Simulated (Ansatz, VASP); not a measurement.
LiF: VASP beside Ansatz

```
Li F
1.0
     0.00000    2.07467    2.07467
     2.07467    0.00000    2.07467
     2.07467    2.07467    0.00000
Li F
1 1
Direct
  0.00000 0.00000 0.00000
  0.50000 0.50000 0.50000
```

Change from the starting cell: hydrostatic strain +4.0%.

Alike in both runs: task single point; functional r2SCAN; k mesh 10 × 10 × 10; no spin polarisation.

|  | VASP | Ansatz |
| --- | --- | --- |
| version | VASP 6.6.1 | Ansatz 0.2.0 |
| potentials or method | VASP PAW PBE potentials, release 64 (Li_sv, F_h) | plane waves, PAW |
| plane-wave cutoff (eV) | 910 | 500 |
| occupations | gaussian, width 0.01 eV | fixed |
| valence electrons in the cell | 10 | 10 |

```csv
,VASP,Ansatz,Ansatz less VASP
gap on the k mesh at the Fermi level (eV),9.44,9.28,-0.165
```

VASP's potentials were made for PBE, not for r2SCAN.

Noted on VASP's run: the cutoff is short for stress, so the pressure is rough.
